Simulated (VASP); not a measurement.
# ScBiTe3S (P4mm) in VASP: notebook, part 2 of 3

VASP 6.6.1.

## (3) Single point, PBE

This run uses another cell than the first one, of 47.41 Å³/atom, 1.672 times its volume.

Input file INCAR:

```
SYSTEM = ScBiTe3S
PREC = Accurate
ENCUT = 520
EDIFF = 1E-7
ISMEAR = 0
SIGMA = 0.1
LREAL = .FALSE.
LASPH = .TRUE.
NELM = 60
ALGO = Normal
ISIF = 2
LWAVE = .FALSE.
LCHARG = .FALSE.
GGA = PE
NBANDS = 34
```

Input file KPOINTS:

```
Automatic mesh
0
G
  4 4 2
  0 0 0
```

Input file POSCAR:

```
ScBiTe3S
1.0
    5.2783755728      0.0000000000      0.0000000000
    0.0000000000      5.2783755728      0.0000000000
    0.0000000000      0.0000000000     10.2095295983
Sc Bi Te S
1 1 3 1
Direct
    0.0000000000      0.0000000000      0.3533850934
    0.5000000000      0.5000000000      0.2493662786
    0.5000000000      0.0000000000      0.4736356664
    0.0000000000      0.5000000000      0.4736356664
    0.5000000000      0.5000000000     -0.0172742702
    0.5000000000      0.5000000000      0.5542440454
```

Potentials or basis: VASP PAW PBE potentials, release 64 (Sc_sv, Bi_d, Te, S).

Run with:

```
> cat potpaw_PBE.64/Sc_sv/POTCAR potpaw_PBE.64/Bi_d/POTCAR potpaw_PBE.64/Te/POTCAR potpaw_PBE.64/S/POTCAR > POTCAR
> mpirun -np 1 vasp_std > vasp.out
```

OUTCAR:

```text
SYSTEM = ScBiTe3S
   PREC = Accurate
   ENCUT = 520
   EDIFF = 1E-7
   ISMEAR = 0
   LREAL = .FALSE.
   LASPH = .TRUE.
   NELM = 60
   ISIF = 2
   GGA = PE

 ion  position               nearest neighbor table
   1  0.000  0.000  0.353-   3 2.91   4 2.91   4 2.91   3 2.91
   2  0.500  0.500  0.249-   5 2.72   6 3.11   3 3.49   4 3.49   3 3.49   4 3.49
   3  0.500  0.000  0.474-   6 2.76   6 2.76   1 2.91   1 2.91   2 3.49   2 3.49
   4  0.000  0.500  0.474-   6 2.76   6 2.76   1 2.91   1 2.91   2 3.49   2 3.49
   5  0.500  0.500  0.983-   2 2.72
   6  0.500  0.500  0.554-   3 2.76   4 2.76   3 2.76   4 2.76   2 3.11

  LATTYP: Found a simple tetragonal cell.
 ALAT       =     5.2783755728
 C/A-ratio  =     1.9342181051

  Lattice vectors:

 A1 = (   5.2783755728,   0.0000000000,   0.0000000000)
 A2 = (   0.0000000000,   5.2783755728,   0.0000000000)
 A3 = (   0.0000000000,   0.0000000000,  10.2095295983)

Analysis of symmetry for initial positions (statically):
=====================================================================
 Subroutine PRICEL returns:
 Original cell was already a primitive cell.

 Routine SETGRP: Setting up the symmetry group for a
 simple tetragonal supercell.

 Subroutine GETGRP returns: Found  8 space group operations
 (whereof  8 operations were pure point group operations)
 out of a pool of 16 trial point group operations.

The static configuration has the point symmetry C_4v.

Analysis of symmetry for dynamics (positions and initial velocities):
=====================================================================
 Subroutine PRICEL returns:
 Original cell was already a primitive cell.

 Routine SETGRP: Setting up the symmetry group for a
 simple tetragonal supercell.

 Subroutine GETGRP returns: Found  8 space group operations
 (whereof  8 operations were pure point group operations)
 out of a pool of 16 trial point group operations.

The dynamic configuration has the point symmetry C_4v.

 Subroutine INISYM returns: Found  8 space group operations
 (whereof  8 operations are pure point group operations),
 and found     1 'primitive' translations

----------------------------------------------------------------------------------------

                                     Primitive cell

  volume of cell :     284.4502

  direct lattice vectors                    reciprocal lattice vectors
     5.278375573  0.000000000  0.000000000     0.189452226  0.000000000  0.000000000
     0.000000000  5.278375573  0.000000000     0.000000000  0.189452226  0.000000000
     0.000000000  0.000000000 10.209529598     0.000000000  0.000000000  0.097947706

  length of vectors
     5.278375573  5.278375573 10.209529598     0.189452226  0.189452226  0.097947706

  position of ions in fractional coordinates (direct lattice)
     0.000000000  0.000000000  0.353385093
     0.500000000  0.500000000  0.249366279
     0.500000000  0.000000000  0.473635666
     0.000000000  0.500000000  0.473635666
     0.500000000  0.500000000  0.982725730
     0.500000000  0.500000000  0.554244045

  ion indices of the primitive-cell ions
   primitive index   ion index
                 1           1
                 2           2
                 3           3
                 4           4
                 5           5
[... 34 lines left out ...]
  0.500000  0.250000  0.000000      4.000000
  0.500000  0.500000  0.000000      1.000000
  0.000000  0.000000  0.500000      1.000000
  0.250000  0.000000  0.500000      4.000000
  0.500000  0.000000  0.500000      2.000000
  0.250000  0.250000  0.500000      4.000000
  0.500000  0.250000  0.500000      4.000000
  0.500000  0.500000  0.500000      1.000000
   k-points           NKPTS =     12   k-points in BZ     NKDIM =     12   number of bands    NBANDS=     34
   number of dos      NEDOS =    301   number of ions     NIONS =      6
   total plane-waves  NPLWV = 128000
   dimension x,y,z NGX =    40 NGY =   40 NGZ =   80
   dimension x,y,z NGXF=    80 NGYF=   80 NGZF=  160
   ions per type =               1   1   3   1
   NGX,Y,Z   is equivalent  to a cutoff of  12.60, 12.60, 13.03 a.u.
   NGXF,Y,Z  is equivalent  to a cutoff of  25.20, 25.20, 26.05 a.u.
 SYSTEM =  ScBiTe3S
   PREC   = accura    normal or accurate (medium, high low for compatibility)
   ISTART =      0    job   : 0-new  1-cont  2-samecut
   ICHARG =      2    charge: 1-file 2-atom 10-const
   ISPIN  =      1    spin polarized calculation?
   LNONCOLLINEAR =      F non collinear calculations
   LSORBIT =      F    spin-orbit coupling
   LASPH  =      T    aspherical Exc in radial PAW
   ENCUT  =  520.0 eV  38.22 Ry    6.18 a.u.   9.81  9.81 18.98*2*pi/ulx,y,z
   NELM   =     60;   NELMIN=  2; NELMDL= -5     # of ELM steps
   EDIFF  = 0.1E-06   stopping-criterion for ELM
   LREAL  =      F    real-space projection
   EDIFFG = 0.1E-05   stopping-criterion for IOM
   NSW    =      0    number of steps for IOM
   IBRION =     -1    ionic relax: 0-MD 1-quasi-New 2-CG
   NFREE  =      0    steps in history (QN), initial steepest desc. (CG)
   ISIF   =      2    stress and relaxation
   ISYM   =      2    0-nonsym 1-usesym 2-fastsym
   POTIM  = 0.5000    time-step for ionic-motion
   TEBEG  =    0.0;   TEEND  =   0.0 temperature during run
   PSTRESS=    0.0 pullay stress
   NELECT =      50.0000    total number of electrons
   NUPDOWN=      -1.0000    fix difference up-down
   EMIN   =  10.00;   EMAX   =-10.00  energy-range for DOS
   EFERMI =   0.00;   METHOD = LEGACY
   ISMEAR =     0;   SIGMA  =   0.10  broadening in eV -4-tet -1-fermi 0-gaus
   EFERMI_NEDOS =   21; number of points for ismear=-14 and -15
   IALGO  =     38    algorithm
   IMIX   =      4    mixing-type and parameters
     AMIX     =   0.40;   BMIX     =  1.00
     AMIX_MAG =   1.60;   BMIX_MAG =  1.00
  volume/ion in A,a.u.               =      47.41       319.93
  Fermi-wavevector in a.u.,A,eV,Ry     =   0.917056  1.732985 11.442398  0.840993
  Thomas-Fermi vector in A             =   2.041982
   LORBIT       =      0    0 simple, 1 ext, 2 COOP (PROOUT), +10 PAW based schemes
   GGA     = PE    functional components
   LHFCALC =     F    Hartree Fock is set to
   AEXX    =    0.0000 exact exchange contribution
   IVDW    =     0    specifies the selected vdW correction
   LEPSILON=     F    determine dielectric tensor
   LRPA    =     F    only Hartree local field effects (RPA)
 non-spin polarized calculation
 Gauss-broadening in eV      SIGMA  =   0.10
  energy-cutoff  :      520.00
  volume of cell :      284.45
 maximum number of plane-waves:      7684
 NGX is ok and might be reduce to    40
   NGX = 19   NGY = 19   NGZ = 37

 number of electron      50.0000007 magnetization

 Free energy of the ion-electron system (eV)
  ---------------------------------------------------
  ext. energy  EPLUGINS =         0.00000000
  ---------------------------------------------------
  free energy    TOTEN  =       -23.49304326 eV

  energy without entropy =      -23.48153341  energy(sigma->0) =      -23.48728834

 E-fermi :   1.9334     XC(G=0):  -6.8676

 val. band max:        1.8916194836   @ k =   0.0000   0.0000   0.5000
 cond. band min:       2.0287187967   @ k =   0.2500   0.2500   0.5000
 fundamental gap:      0.1370993131
 Fermi energy:         1.9334215368

 k-point     1 :       0.0000    0.0000    0.0000
  band No.  band energies     occupation
      1     -48.9020      2.00000
      2     -27.7420      2.00000
      3     -27.4251      2.00000
      4     -27.4251      2.00000
      5     -21.0100      2.00000
      6     -21.0050      2.00000
[... 433 lines left out ...]
     33       3.8676      0.00000
     34       4.9860      0.00000

------------------------ aborting loop because EDIFF is reached ----------------------------------------

  FORCE on cell =-STRESS in cart. coord.  units (eV):
  Direction    XX          YY          ZZ          XY          YZ          ZX
  --------------------------------------------------------------------------------------
  -------------------------------------------------------------------------------------
  Total       -0.0073028     -0.0073028      0.1790149      0.0000000     -0.0000000     -0.0000000
  in kB       -0.0411332     -0.0411332      1.0083084      0.0000000     -0.0000000     -0.0000000
  external PRESSURE =       0.3086806 kB  Pullay stress =       0.0000000 kB

 VOLUME and BASIS-vectors are now :
 -----------------------------------------------------------------------------
  energy-cutoff  :      520.00
  volume of cell :      284.45
      direct lattice vectors                 reciprocal lattice vectors
     5.278375573  0.000000000  0.000000000     0.189452226  0.000000000  0.000000000
     0.000000000  5.278375573  0.000000000     0.000000000  0.189452226  0.000000000
     0.000000000  0.000000000 10.209529598     0.000000000  0.000000000  0.097947706

 POSITION                                       TOTAL-FORCE (eV/Angst)
 -----------------------------------------------------------------------------------
      0.00000      0.00000      3.60790        -0.000000      0.000000     -0.026406
      2.63919      2.63919      2.54591        -0.000000     -0.000000     -0.021326
      2.63919      0.00000      4.83560        -0.000000      0.000000      0.042582
      0.00000      2.63919      4.83560         0.000000      0.000000      0.042582
      2.63919      2.63919     10.03317        -0.000000      0.000000     -0.016164
      2.63919      2.63919      5.65857        -0.000000      0.000000     -0.021267
 -----------------------------------------------------------------------------------
    total drift:                               -0.000000     -0.000000     -0.001390

  FREE ENERGIE OF THE ION-ELECTRON SYSTEM (eV)
  ---------------------------------------------------
  free  energy   TOTEN  =       -23.4930432598 eV

  energy  without entropy=      -23.4815334102  energy(sigma->0) =      -23.48728834
```

OSZICAR:

```text
N       E                     dE             d eps       ncg     rms          rms(c)
DAV:   1     0.498120577763E+03    0.49812E+03   -0.20794E+04   888   0.125E+03
DAV:   2     0.330557658689E+02   -0.46506E+03   -0.45213E+03   880   0.351E+02
DAV:   3    -0.222510489636E+02   -0.55307E+02   -0.52921E+02  1192   0.128E+02
DAV:   4    -0.260002504104E+02   -0.37492E+01   -0.37049E+01  1168   0.353E+01
[... 10 lines left out ...]
DAV:  15    -0.234930334233E+02   -0.25138E-04   -0.22482E-05   928   0.194E-02    0.628E-03
DAV:  16    -0.234930413002E+02   -0.78769E-05   -0.89742E-06   974   0.110E-02    0.385E-03
DAV:  17    -0.234930425530E+02   -0.12528E-05   -0.10807E-06   952   0.535E-03    0.280E-03
DAV:  18    -0.234930432715E+02   -0.71855E-06   -0.12167E-06   762   0.355E-03    0.843E-04
DAV:  19    -0.234930432598E+02    0.11680E-07   -0.94596E-08   776   0.207E-03
   1 F= -.23493043E+02 E0= -.23487288E+02  d E =-.115098E-01
```

stdout:

```text
POSCAR found type information on POSCAR ScBiTeS
 POSCAR found :  4 types and       6 ions
 scaLAPACK will be used
 LDA part: xc-table for (Slater+PW92), standard interpolation
 POSCAR, INCAR and KPOINTS ok, starting setup
 FFT: planning ... GRIDC
 FFT: planning ... GRID_SOFT
 FFT: planning ... GRID
 WAVECAR not read
 entering main loop
```

Wall time 2.8 min (1 thread of Intel Xeon 6975P-C (Granite Rapids), shared host); peak memory 0.42 GiB.

What came out:

- Free energy: -23.4930 eV
- Pressure: 0.0 GPa
- Largest force: 0.043 eV/Å
- Band gap on the k mesh: zero (band 25 reaches 2.05 eV, above the bottom of band 26 at 1.46 eV)

Forces in eV/Å, atoms in the order of the input:
```
Sc   0.000  0.000 -0.026
Bi   0.000  0.000 -0.021
Te   0.000  0.000  0.043
Te   0.000  0.000  0.043
Te   0.000  0.000 -0.016
S    0.000  0.000 -0.021
```

Levels at points of the mesh, in eV from the Fermi level:
```csv
k point,band 22,band 23,band 24,band 25,band 26,band 27,band 28,band 29
"(0.00, 0.00, 0.00)",-1.57,-1.57,-1.49,-0.09,-0.09,0.26,0.57,1.64
"(0.50, 0.00, 0.00)",-1.59,-1.40,-0.78,-0.30,-0.29,0.46,0.78,0.90
"(0.50, 0.50, 0.00)",-1.56,-0.75,-0.75,-0.53,-0.43,0.36,0.60,0.60
"(0.00, 0.00, 0.50)",-1.59,-1.59,-1.02,-0.04,-0.04,0.26,0.57,1.64
"(0.50, 0.00, 0.50)",-1.61,-1.12,-0.79,-0.29,-0.25,0.41,0.78,0.89
"(0.50, 0.50, 0.50)",-1.21,-0.76,-0.76,-0.53,-0.47,0.36,0.57,0.57
```

Caveat: spin-orbit coupling is left out, which moves the levels of the heavy elements; this functional lacks dispersion, which binds the layers, so the pressure and a relaxed spacing across them are unreliable.

(Part 2 of 3 ends here.)
